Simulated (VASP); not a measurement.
# ZnS (Imm2) in VASP: single point with LDA

Aim: the single point of ZnS with LDA.

Program: VASP 6.6.1. These are calculated values, not measurements. Logs are shortened: lines on timing, memory, paths and dates and some standing lists are left out, and cuts for length are marked.

### 1 The cell of the first run

Symmetry: Imm2, No. 44, orthorhombic system. Conventional cell: a = 3.825 Å, b = 3.825 Å, c = 5.409 Å, α = 90.00°, β = 90.00°, γ = 90.00°. Zn (site symmetry mm2) has 4 S at 2.29 to 2.40 Å within 3.0 Å. Within 3.0 Å of S (site symmetry mm2) lie 4 Zn at 2.29 to 2.40 Å.

### 2 Single point, LDA (atom 2 (S) moved by (-0.100, +0.000) A along x and y)

INCAR

```
SYSTEM = ZnS
ALGO     = Normal         ! electronic algorithm
EDIFF    = 1E-6           ! SCF threshold, eV
ENCUT    = 520            ! plane-wave cutoff, eV
ISIF     = 2              ! what is computed and relaxed
ISMEAR   = 0              ! smearing method
LASPH    = .True.         ! aspherical terms in the spheres
LCHARG   = .False.        ! write CHGCAR
LREAL    = .False.        ! projectors in reciprocal space
LWAVE    = .False.        ! write WAVECAR
NBANDS   = 16             ! bands
NELM     = 100            ! most SCF steps
PREC     = Accurate       ! precision mode
SIGMA    = 0.02           ! smearing width, eV
```

KPOINTS

```
k-points
0
Gamma
  10 10 10
  0 0 0
```

POSCAR

```
ZnS
1.0
    0.0000000000      2.7046500000      2.7046500000
    2.7046500000      0.0000000000      2.7046500000
    2.7046500000      2.7046500000      0.0000000000
Zn S
1 1
Direct
    0.0000000000      0.0000000000      0.0000000000
    0.7684866803      0.7315133197      0.7315133197
```

Potentials or basis: VASP PAW LDA potentials, release 64 (Zn, S).

Launch:

```
$ cat potpaw_LDA.64/Zn/POTCAR potpaw_LDA.64/S/POTCAR > POTCAR
$ mpirun -np 1 vasp_std > vasp.out
```

OUTCAR:

```text
SYSTEM = ZnS
   EDIFF = 1E-6
   ENCUT = 520
   ISIF = 2
   ISMEAR = 0
   LASPH = .True.
   LREAL = .False.
   NELM = 100
   PREC = Accurate

 ion  position               nearest neighbor table
   1  0.000  0.000  0.000-   2 2.29   2 2.29   2 2.40   2 2.40
   2  0.768  0.732  0.732-   1 2.29   1 2.29   1 2.40   1 2.40

  LATTYP: Found a face centered cubic cell.
 ALAT       =     5.4093000000

  Lattice vectors:

 A1 = (   0.0000000000,   2.7046500000,   2.7046500000)
 A2 = (   2.7046500000,   0.0000000000,   2.7046500000)
 A3 = (   2.7046500000,   2.7046500000,   0.0000000000)

Analysis of symmetry for initial positions (statically):
=====================================================================
 Subroutine PRICEL returns:
 Original cell was already a primitive cell.

 Routine SETGRP: Setting up the symmetry group for a
 face centered cubic supercell.

 Subroutine GETGRP returns: Found  4 space group operations
 (whereof  4 operations were pure point group operations)
 out of a pool of 48 trial point group operations.

The static configuration has the point symmetry C_2v.

Analysis of symmetry for dynamics (positions and initial velocities):
=====================================================================
 Subroutine PRICEL returns:
 Original cell was already a primitive cell.

 Routine SETGRP: Setting up the symmetry group for a
 face centered cubic supercell.

 Subroutine GETGRP returns: Found  4 space group operations
 (whereof  4 operations were pure point group operations)
 out of a pool of 48 trial point group operations.

The dynamic configuration has the point symmetry C_2v.

 Subroutine INISYM returns: Found  4 space group operations
 (whereof  4 operations are pure point group operations),
 and found     1 'primitive' translations

----------------------------------------------------------------------------------------

                                     Primitive cell

  volume of cell :      39.5697

  direct lattice vectors                    reciprocal lattice vectors
     0.000000000  2.704650000  2.704650000    -0.184866803  0.184866803  0.184866803
     2.704650000  0.000000000  2.704650000     0.184866803 -0.184866803  0.184866803
     2.704650000  2.704650000  0.000000000     0.184866803  0.184866803 -0.184866803

  length of vectors
     3.824952711  3.824952711  3.824952711     0.320198696  0.320198696  0.320198696

  position of ions in fractional coordinates (direct lattice)
     0.000000000  0.000000000  0.000000000
     0.768486680  0.731513320  0.731513320
[... 77 lines left out ...]
   EDIFF  = 0.1E-05   stopping-criterion for ELM
   LREAL  =      F    real-space projection
   EDIFFG = 0.1E-04   stopping-criterion for IOM
   NSW    =      0    number of steps for IOM
   IBRION =     -1    ionic relax: 0-MD 1-quasi-New 2-CG
   NFREE  =      0    steps in history (QN), initial steepest desc. (CG)
   ISIF   =      2    stress and relaxation
   ISYM   =      2    0-nonsym 1-usesym 2-fastsym
   POTIM  = 0.5000    time-step for ionic-motion
   TEBEG  =    0.0;   TEEND  =   0.0 temperature during run
   PSTRESS=    0.0 pullay stress
   NELECT =      18.0000    total number of electrons
   NUPDOWN=      -1.0000    fix difference up-down
   EMIN   =  10.00;   EMAX   =-10.00  energy-range for DOS
   EFERMI =   0.00;   METHOD = LEGACY
   ISMEAR =     0;   SIGMA  =   0.02  broadening in eV -4-tet -1-fermi 0-gaus
   EFERMI_NEDOS =   21; number of points for ismear=-14 and -15
   IALGO  =     38    algorithm
   IMIX   =      4    mixing-type and parameters
     AMIX     =   0.40;   BMIX     =  1.00
     AMIX_MAG =   1.60;   BMIX_MAG =  1.00
  volume/ion in A,a.u.               =      19.78       133.51
  Fermi-wavevector in a.u.,A,eV,Ry     =   1.259055  2.379268 21.568210  1.585219
  Thomas-Fermi vector in A             =   2.392634
   LORBIT       =      0    0 simple, 1 ext, 2 COOP (PROOUT), +10 PAW based schemes
   GGA     = CA    functional components
   LHFCALC =     F    Hartree Fock is set to
   AEXX    =    0.0000 exact exchange contribution
   IVDW    =     0    specifies the selected vdW correction
   LEPSILON=     F    determine dielectric tensor
   LRPA    =     F    only Hartree local field effects (RPA)
 non-spin polarized calculation
 Gauss-broadening in eV      SIGMA  =   0.02
  energy-cutoff  :      520.00
  volume of cell :       39.57
 maximum number of plane-waves:      1090
   NGX = 15   NGY = 15   NGZ = 15

 number of electron      17.9999998 magnetization

 Free energy of the ion-electron system (eV)
  ---------------------------------------------------
  ext. energy  EPLUGINS =         0.00000000
  ---------------------------------------------------
  free energy    TOTEN  =        -8.14695192 eV

  energy without entropy =       -8.14695192  energy(sigma->0) =       -8.14695192

 E-fermi :   2.1323     XC(G=0): -10.0252

 val. band max:        1.9731693018   @ k =   0.0000   0.0000   0.0000
 cond. band min:       3.7798092758   @ k =   0.0000   0.0000   0.0000
 fundamental gap:      1.8066399740
 Fermi energy:         2.1322813835

 k-point     1 :       0.0000    0.0000    0.0000
  band No.  band energies     occupation
      1     -11.2007      2.00000
      2      -4.6771      2.00000
      3      -4.6062      2.00000
      4      -4.5337      2.00000
      5      -4.1286      2.00000
      6      -4.1249      2.00000
[... 433 lines left out ...]
      3      -4.4430      2.00000
      4      -4.3622      2.00000
      5      -4.1262      2.00000
      6      -4.0992      2.00000
[... 8 lines left out ...]
     15      14.3658      0.00000
     16      14.5947      0.00000

 [... further k-points ...]

------------------------ aborting loop because EDIFF is reached ----------------------------------------

  FORCE on cell =-STRESS in cart. coord.  units (eV):
  Direction    XX          YY          ZZ          XY          YZ          ZX
  --------------------------------------------------------------------------------------
  -------------------------------------------------------------------------------------
  Total       -1.0883241     -1.0184244     -1.0184244      0.0000000     -0.4498613      0.0000000
  in kB      -44.0662013    -41.2359633    -41.2359633      0.0000000    -18.2148681      0.0000000
  external PRESSURE =     -42.1793759 kB  Pullay stress =       0.0000000 kB

 VOLUME and BASIS-vectors are now :
 -----------------------------------------------------------------------------
  energy-cutoff  :      520.00
  volume of cell :       39.57
      direct lattice vectors                 reciprocal lattice vectors
     0.000000000  2.704650000  2.704650000    -0.184866803  0.184866803  0.184866803
     2.704650000  0.000000000  2.704650000     0.184866803 -0.184866803  0.184866803
     2.704650000  2.704650000  0.000000000     0.184866803  0.184866803 -0.184866803

 POSITION                                       TOTAL-FORCE (eV/Angst)
 -----------------------------------------------------------------------------------
      0.00000      0.00000      0.00000        -0.536879     -0.000000     -0.000000
      3.95698      4.05697      4.05697         0.536879      0.000000      0.000000
 -----------------------------------------------------------------------------------
    total drift:                               -0.000056     -0.000000     -0.000000

  FREE ENERGIE OF THE ION-ELECTRON SYSTEM (eV)
  ---------------------------------------------------
  free  energy   TOTEN  =        -8.1469519199 eV

  energy  without entropy=       -8.1469519199  energy(sigma->0) =       -8.14695192
```

OSZICAR:

```text
N       E                     dE             d eps       ncg     rms          rms(c)
DAV:   1     0.867167464559E+02    0.86717E+02   -0.88770E+03  5480   0.135E+03
DAV:   2    -0.282438811969E+01   -0.89541E+02   -0.83876E+02  6264   0.258E+02
DAV:   3    -0.851857199165E+01   -0.56942E+01   -0.56698E+01  6768   0.637E+01
DAV:   4    -0.857898246387E+01   -0.60410E-01   -0.60397E-01  6800   0.683E+00
DAV:   5    -0.857971028585E+01   -0.72782E-03   -0.72781E-03  6992   0.714E-01    0.687E+00
DAV:   6    -0.818136406689E+01    0.39835E+00   -0.74964E-01  8360   0.308E+01    0.534E+00
DAV:   7    -0.815365303349E+01    0.27711E-01   -0.21500E-01  7064   0.465E+00    0.256E+00
DAV:   8    -0.814744018314E+01    0.62129E-02   -0.48550E-03  8016   0.106E+00    0.557E-01
DAV:   9    -0.814693924483E+01    0.50094E-03   -0.10442E-03  6616   0.247E-01    0.892E-02
DAV:  10    -0.814695370770E+01   -0.14463E-04   -0.72468E-05  6768   0.699E-02    0.112E-02
DAV:  11    -0.814695182480E+01    0.18829E-05   -0.51293E-06  8232   0.470E-02    0.328E-03
DAV:  12    -0.814695191991E+01   -0.95111E-07   -0.78548E-07  3888   0.667E-03
   1 F= -.81469519E+01 E0= -.81469519E+01  d E =-.367491E-32
```

It took 32 s on 1 thread of Intel Xeon 6975P-C (Granite Rapids), shared host; peak memory 0.21 GiB.

What came out:

```yaml
Free_energy: -8.1470 eV
Pressure: -4.2 GPa
Largest_force: 0.537 eV/Å
Band_gap_on_the_k_mesh: 1.81 eV, direct
```

Forces in eV/Å, atoms in the order of the input:
```
Zn  -0.537  0.000  0.000
S    0.537  0.000  0.000
```

Levels at points of the mesh, in eV from the valence-band top:
```
           k point  band 7  band 8  band 9  band 10  band 11  band 12
(0.00, 0.00, 0.00)   -0.19   -0.06    0.00     1.81     6.15     6.17
(0.50, 0.00, 0.00)   -5.28   -1.07   -0.78     2.94     6.41     6.89
(0.00, 0.50, 0.00)   -5.56   -1.11   -0.83     3.12     6.55     7.04
(0.50, 0.50, 0.00)   -4.74   -2.31   -2.29     3.10     3.81    10.61
(0.00, 0.50, 0.50)   -4.71   -2.36   -2.27     3.06     3.88    10.60
```

Caveat: the cell differs from its parent crystal (atom 2 (S) moved by (-0.100, +0.000) A along x and y).
